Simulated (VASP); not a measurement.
# MgW (Cmmm) in VASP: a series of runs

The runs below take MgW through single point, with PBEsol.

Everything below comes from runs of VASP 6.6.1. Logs are shortened: lines on timing, memory, paths and dates and some standing lists are left out, and cuts for length are marked.

## 1. The cell of the first run

Symmetry: Cmmm, No. 65, orthorhombic system. The conventional cell has a = 3.368 Å, b = 4.283 Å, c = 4.675 Å, α = 90.00°, β = 90.00°, γ = 90.00°. Mg (site symmetry mmm) has 6 Mg at 2.72 to 3.37 Å and 8 W at 2.88 to 3.17 Å within 3.6 Å. Within 3.6 Å of W (site symmetry mmm) lie 6 W at 2.72 to 3.37 Å and 8 Mg at 2.88 to 3.17 Å.

## 2. Single point, PBEsol (biaxial strain in the a-b plane: +1.0 %)

INCAR

```
PREC = Accurate
ENCUT = 520
EDIFF = 1E-6
ISMEAR = 0
SIGMA = 0.1
LREAL = F
LASPH = T
NELM = 60
ALGO = Fast
ISIF = 2
LWAVE = F
LCHARG = F
GGA = PS
NBANDS = 24
```

KPOINTS

```
regular mesh
0
Gamma
  16 12 12
```

POSCAR

```
MgW
1.0
    3.3684222039      0.0000000000      0.0000000000
    0.0000000000      4.2831730673      0.0000000000
    0.0000000000      0.0000000000      4.6751187191
Mg W
2 2
Direct
    0.5000000000      0.0000000000      0.5000000000
    0.0000000000      0.5000000000      0.5000000000
    0.5000000000      0.5000000000      0.0000000000
    0.0000000000      0.0000000000      0.0000000000
```

Potentials or basis: VASP PAW PBE potentials, release 64 (Mg, W_sv).

Run with:

```
> cat potpaw_PBE.64/Mg/POTCAR potpaw_PBE.64/W_sv/POTCAR > POTCAR
> mpirun -np 1 vasp_std > vasp.out
```

OUTCAR:

```text
PREC = Accurate
   ENCUT = 520
   EDIFF = 1E-6
   ISMEAR = 0
   LREAL = F
   LASPH = T
   NELM = 60
   ISIF = 2
   GGA = PS

 ion  position               nearest neighbor table
   1  0.500  0.000  0.500-   2 2.72   2 2.72   2 2.72   2 2.72   4 2.88   4 2.88   4 2.88   4 2.88
                             3 3.17   3 3.17   3 3.17   3 3.17
   2  0.000  0.500  0.500-   1 2.72   1 2.72   1 2.72   1 2.72   3 2.88   3 2.88   3 2.88   3 2.88
                             4 3.17   4 3.17   4 3.17   4 3.17
   3  0.500  0.500  0.000-   4 2.72   4 2.72   4 2.72   4 2.72   2 2.88   2 2.88   2 2.88   2 2.88
                             1 3.17   1 3.17   1 3.17   1 3.17
   4  0.000  0.000  0.000-   3 2.72   3 2.72   3 2.72   3 2.72   1 2.88   1 2.88   1 2.88   1 2.88
                             2 3.17   2 3.17   2 3.17   2 3.17

  LATTYP: Found a simple orthorhombic cell.
 ALAT       =     3.3684222039
 B/A-ratio  =     1.2715665698
 C/A-ratio  =     1.3879253954

  Lattice vectors:

 A1 = (   3.3684222039,   0.0000000000,   0.0000000000)
 A2 = (   0.0000000000,   4.2831730673,   0.0000000000)
 A3 = (   0.0000000000,   0.0000000000,   4.6751187191)

Analysis of symmetry for initial positions (statically):
=====================================================================
 Subroutine PRICEL returns following result:

  LATTYP: Found a base centered orthorhombic cell.
 ALAT       =     3.3684222039
 B/A-ratio  =     1.2715665698
 C/A-ratio  =     1.3879253954

  Lattice vectors:

 A1 = (   1.6842111019,  -2.1415865336,   0.0000000000)
 A2 = (   1.6842111019,   2.1415865336,   0.0000000000)
 A3 = (   0.0000000000,   0.0000000000,   4.6751187191)

   2 primitive cells build up your supercell.

 Routine SETGRP: Setting up the symmetry group for a
 simple orthorhombic supercell.

 Subroutine GETGRP returns: Found  8 space group operations
 (whereof  8 operations were pure point group operations)
 out of a pool of  8 trial point group operations.

The static configuration has the point symmetry D_2h.

Analysis of symmetry for dynamics (positions and initial velocities):
=====================================================================
 Subroutine PRICEL returns following result:

  LATTYP: Found a base centered orthorhombic cell.
 ALAT       =     3.3684222039
 B/A-ratio  =     1.2715665698
 C/A-ratio  =     1.3879253954

  Lattice vectors:

 A1 = (   1.6842111019,  -2.1415865336,   0.0000000000)
 A2 = (   1.6842111019,   2.1415865336,   0.0000000000)
 A3 = (   0.0000000000,   0.0000000000,   4.6751187191)

   2 primitive cells build up your supercell.

 Routine SETGRP: Setting up the symmetry group for a
 simple orthorhombic supercell.

 Subroutine GETGRP returns: Found  8 space group operations
 (whereof  8 operations were pure point group operations)
 out of a pool of  8 trial point group operations.

The dynamic configuration has the point symmetry D_2h.

 Subroutine INISYM returns: Found  8 space group operations
 (whereof  8 operations are pure point group operations),
 and found     2 'primitive' translations

----------------------------------------------------------------------------------------

                                     Primitive cell

  volume of cell :      33.7252

  direct lattice vectors                    reciprocal lattice vectors
     1.684211102 -2.141586534  0.000000000     0.296874899 -0.233471771  0.000000000
     1.684211102  2.141586534  0.000000000     0.296874899  0.233471771  0.000000000
     0.000000000  0.000000000  4.675118719     0.000000000  0.000000000  0.213898311

  length of vectors
     2.724510950  2.724510950  4.675118719     0.377682106  0.377682106  0.213898311

  position of ions in fractional coordinates (direct lattice)
     0.500000000  0.500000000  0.500000000
     0.000000000  1.000000000  0.000000000

  ion indices of the primitive-cell ions
   primitive index   ion index
                 1           1
                 2           3

----------------------------------------------------------------------------------------

 KPOINTS: regular mesh

Automatic generation of k-mesh.
 Grid dimensions read from file:
 generate k-points for:   16   12   12

 Generating k-lattice:

  Cartesian coordinates                     Fractional coordinates (reciprocal lattice)
     0.018554681  0.000000000  0.000000000     0.062500000  0.000000000  0.000000000
     0.000000000  0.019455981  0.000000000     0.000000000  0.083333333  0.000000000
     0.000000000  0.000000000  0.017824859     0.000000000  0.000000000  0.083333333

  Length of vectors
     0.018554681  0.019455981  0.017824859

  Shift w.r.t. Gamma in fractional coordinates (k-lattice)
     0.000000000  0.000000000  0.000000000

 Subroutine IBZKPT returns following result:
 ===========================================

 Found    441 irreducible k-points:

 Following reciprocal coordinates:
            Coordinates               Weight
  0.000000  0.000000  0.000000      1.000000
  0.062500  0.000000  0.000000      2.000000
  0.125000  0.000000  0.000000      2.000000
  0.187500  0.000000  0.000000      2.000000
  0.250000  0.000000  0.000000      2.000000
  0.312500  0.000000  0.000000      2.000000
[... 16 lines left out ...]
  0.250000  0.166667  0.000000      4.000000
  0.312500  0.166667  0.000000      4.000000
 [... further k-points ...]
   k-points           NKPTS =    441   k-points in BZ     NKDIM =    441   number of bands    NBANDS=     24
   number of dos      NEDOS =    301   number of ions     NIONS =      4
   total plane-waves  NPLWV =  32256
   dimension x,y,z NGX =    28 NGY =   32 NGZ =   36
   dimension x,y,z NGXF=    56 NGYF=   64 NGZF=   72
   ions per type =               2   2
   NGX,Y,Z   is equivalent  to a cutoff of  13.82, 12.42, 12.80 a.u.
   NGXF,Y,Z  is equivalent  to a cutoff of  27.64, 24.84, 25.60 a.u.
 SYSTEM =  unknown system
   PREC   = accura    normal or accurate (medium, high low for compatibility)
   ISTART =      0    job   : 0-new  1-cont  2-samecut
   ICHARG =      2    charge: 1-file 2-atom 10-const
   ISPIN  =      1    spin polarized calculation?
   LNONCOLLINEAR =      F non collinear calculations
   LSORBIT =      F    spin-orbit coupling
   LASPH  =      T    aspherical Exc in radial PAW
   ENCUT  =  520.0 eV  38.22 Ry    6.18 a.u.   6.26  7.96  8.69*2*pi/ulx,y,z
   NELM   =     60;   NELMIN=  2; NELMDL= -5     # of ELM steps
   EDIFF  = 0.1E-05   stopping-criterion for ELM
   LREAL  =      F    real-space projection
   EDIFFG = 0.1E-04   stopping-criterion for IOM
   NSW    =      0    number of steps for IOM
   IBRION =     -1    ionic relax: 0-MD 1-quasi-New 2-CG
   NFREE  =      0    steps in history (QN), initial steepest desc. (CG)
   ISIF   =      2    stress and relaxation
   ISYM   =      2    0-nonsym 1-usesym 2-fastsym
   POTIM  = 0.5000    time-step for ionic-motion
   TEBEG  =    0.0;   TEEND  =   0.0 temperature during run
   PSTRESS=    0.0 pullay stress
   NELECT =      32.0000    total number of electrons
   NUPDOWN=      -1.0000    fix difference up-down
   EMIN   =  10.00;   EMAX   =-10.00  energy-range for DOS
   EFERMI =   0.00;   METHOD = LEGACY
   ISMEAR =     0;   SIGMA  =   0.10  broadening in eV -4-tet -1-fermi 0-gaus
   EFERMI_NEDOS =   21; number of points for ismear=-14 and -15
   IALGO  =     68    algorithm
   IMIX   =      4    mixing-type and parameters
     AMIX     =   0.40;   BMIX     =  1.00
     AMIX_MAG =   1.60;   BMIX_MAG =  1.00
  volume/ion in A,a.u.               =      16.86       113.79
  Fermi-wavevector in a.u.,A,eV,Ry     =   1.276821  2.412841 22.181183  1.630271
  Thomas-Fermi vector in A             =   2.409455
   LORBIT       =      0    0 simple, 1 ext, 2 COOP (PROOUT), +10 PAW based schemes
   GGA     = PS    functional components
   LHFCALC =     F    Hartree Fock is set to
   AEXX    =    0.0000 exact exchange contribution
   IVDW    =     0    specifies the selected vdW correction
   LEPSILON=     F    determine dielectric tensor
   LRPA    =     F    only Hartree local field effects (RPA)
 non-spin polarized calculation
 RMM-DIIS sequential band-by-band and
 Gauss-broadening in eV      SIGMA  =   0.10
  energy-cutoff  :      520.00
  volume of cell :       67.45
 maximum number of plane-waves:      1842
 NGX is ok and might be reduce to    28
   NGX = 13   NGY = 15   NGZ = 17

 number of electron      32.0000000 magnetization

 Free energy of the ion-electron system (eV)
  ---------------------------------------------------
  ext. energy  EPLUGINS =         0.00000000
  ---------------------------------------------------
  free energy    TOTEN  =       -29.11208674 eV

  energy without entropy =      -29.10291026  energy(sigma->0) =      -29.10749850

 E-fermi :   6.7380     XC(G=0): -11.5191

 val. band max:        6.7361635619   @ k =   0.1250   0.3333   0.2500
 cond. band min:       6.7425005474   @ k =   0.3125   0.0833   0.4167
 fundamental gap:      0.0063369854
 Fermi energy:         6.7380308866

 k-point     1 :       0.0000    0.0000    0.0000
  band No.  band energies     occupation
      1     -66.9092      2.00000
      2     -66.7846      2.00000
      3     -31.5376      2.00000
      4     -31.2335      2.00000
      5     -31.2044      2.00000
      6     -31.0005      2.00000
[... 16 lines left out ...]
     23      13.3770      0.00000
     24      13.6764      0.00000

 k-point     2 :       0.0625    0.0000    0.0000
  band No.  band energies     occupation
      1     -66.9079      2.00000
      2     -66.7857      2.00000
      3     -31.5280      2.00000
      4     -31.2326      2.00000
      5     -31.2021      2.00000
      6     -31.0021      2.00000
[... 16 lines left out ...]
     23      12.9196      0.00000
     24      13.8141      0.00000
[... 565 lines left out ...]
     23      12.0606      0.00000
     24      13.8850      0.00000

 k-point    24 :       0.3125    0.1667    0.0000
  band No.  band energies     occupation
      1     -66.8746      2.00000
      2     -66.8146      2.00000
      3     -31.4256      2.00000
      4     -31.1450      2.00000
      5     -31.0513      2.00000
      6     -31.0467      2.00000
[... 16 lines left out ...]
     23      12.0626      0.00000
     24      13.2067      0.00000

 [... further k-points ...]

------------------------ aborting loop because EDIFF is reached ----------------------------------------

  FORCE on cell =-STRESS in cart. coord.  units (eV):
  Direction    XX          YY          ZZ          XY          YZ          ZX
  --------------------------------------------------------------------------------------
  -------------------------------------------------------------------------------------
  Total       -1.1878542     -1.8358657      0.2037395      0.0000000      0.0000000      0.0000000
  in kB      -28.2155779    -43.6080538      4.8395051      0.0000000      0.0000000      0.0000000
  external PRESSURE =     -22.3280422 kB  Pullay stress =       0.0000000 kB

 VOLUME and BASIS-vectors are now :
 -----------------------------------------------------------------------------
  energy-cutoff  :      520.00
  volume of cell :       67.45
      direct lattice vectors                 reciprocal lattice vectors
     3.368422204  0.000000000  0.000000000     0.296874899  0.000000000  0.000000000
     0.000000000  4.283173067  0.000000000     0.000000000  0.233471771  0.000000000
     0.000000000  0.000000000  4.675118719     0.000000000  0.000000000  0.213898311

 POSITION                                       TOTAL-FORCE (eV/Angst)
 -----------------------------------------------------------------------------------
      1.68421      0.00000      2.33756        -0.000000      0.000000     -0.000000
      0.00000      2.14159      2.33756        -0.000000      0.000000     -0.000000
      1.68421      2.14159      0.00000         0.000000     -0.000000      0.000000
      0.00000      0.00000      0.00000        -0.000000      0.000000     -0.000000
 -----------------------------------------------------------------------------------
    total drift:                                0.000000      0.000000     -0.000000

  FREE ENERGIE OF THE ION-ELECTRON SYSTEM (eV)
  ---------------------------------------------------
  free  energy   TOTEN  =       -29.1120867393 eV

  energy  without entropy=      -29.1029102595  energy(sigma->0) =      -29.10749850
```

Run time: 4.3 min. Hardware: 1 thread of AMD EPYC 9R45 (Zen 5), shared host; peak memory 0.65 GiB.

What came out:

```yaml
Free_energy: -29.1121 eV
Pressure: -2.2 GPa
Band_gap_on_the_k_mesh: zero (bands 16 and 17 overlap by 1.58 eV)
```

Caveat: the cell differs from its parent crystal (biaxial strain in the a-b plane: +1.0 %); the PAW data sets were made with another functional, which shifts forces and pressure a little; spin-orbit coupling is left out, which moves the levels of the heavy elements.

## 3. Single point, PBEsol (biaxial strain in the a-b plane: +1.0 %, then relaxed in part)

INCAR

```
  ALGO = Fast
  EDIFF = 1E-6
  ENCUT = 520
  GGA = PS
  ISIF = 2
  ISMEAR = 0
  LASPH = True
  LCHARG = False
  LREAL = False
  LWAVE = False
  NBANDS = 24
  NELM = 100
  PREC = Accurate
  SIGMA = 0.1
```

KPOINTS

```
k-points
0
Gamma
  16 12 12
```

Changes to POSCAR since step 2:

```diff
@@ -4,3 +4,3 @@
     0.0000000000      4.2831730673      0.0000000000
-    0.0000000000      0.0000000000      4.6751187191
+    0.0000000000      0.0000000000      4.6833513022
 Mg W
```

Potentials or basis: VASP PAW PBE potentials, release 64 (Mg, W_sv).

Run with:

```
> cat potpaw_PBE.64/Mg/POTCAR potpaw_PBE.64/W_sv/POTCAR > POTCAR
> mpirun -np 1 vasp_std > vasp.out
```

Wall time 5.3 min (1 thread of AMD EPYC 9R45 (Zen 5), shared host); peak memory 0.65 GiB.

The run converged. Its results:

```yaml
Free_energy: -29.1123 eV
Pressure: -2.4 GPa
Band_gap_on_the_k_mesh: zero (bands 16 and 17 overlap by 1.57 eV)
```

Stress tensor (GPa, compression positive):
```
-2.98  0.00  0.00
 0.00 -4.39  0.00
 0.00  0.00  0.03
```

Levels at points of the mesh, in eV from the Fermi level:
| k point | band 13 | band 14 | band 15 | band 16 | band 17 | band 18 | band 19 | band 20 |
| --- | --- | --- | --- | --- | --- | --- | --- | --- |
| (0.00, 0.00, 0.00) | -2.32 | -0.73 | -0.54 | -0.46 | 0.54 | 2.26 | 3.11 | 3.41 |
| (0.50, 0.00, 0.00) | -1.36 | -1.36 | -1.03 | -1.03 | -0.04 | -0.04 | 2.98 | 2.98 |
| (0.00, 0.50, 0.00) | -1.78 | -1.78 | 0.14 | 0.14 | 0.46 | 0.46 | 0.71 | 0.71 |
| (0.50, 0.50, 0.00) | -2.22 | -2.22 | -1.43 | -1.43 | 2.69 | 2.69 | 2.87 | 2.87 |
| (0.00, 0.00, 0.50) | -2.47 | -1.65 | -0.74 | 1.04 | 2.21 | 2.67 | 3.02 | 3.27 |
| (0.50, 0.00, 0.50) | -0.85 | -0.85 | -0.62 | -0.62 | -0.14 | -0.14 | 1.10 | 1.10 |
| (0.00, 0.50, 0.50) | -0.62 | -0.62 | 0.26 | 0.26 | 0.49 | 0.49 | 0.52 | 0.52 |
| (0.50, 0.50, 0.50) | -0.97 | -0.97 | -0.30 | -0.30 | 0.39 | 0.39 | 2.70 | 2.70 |

Caveat: the cell differs from its parent crystal (biaxial strain in the a-b plane: +1.0 %, then relaxed in part); the PAW data sets were made with another functional, which shifts forces and pressure a little; spin-orbit coupling is left out, which moves the levels of the heavy elements.
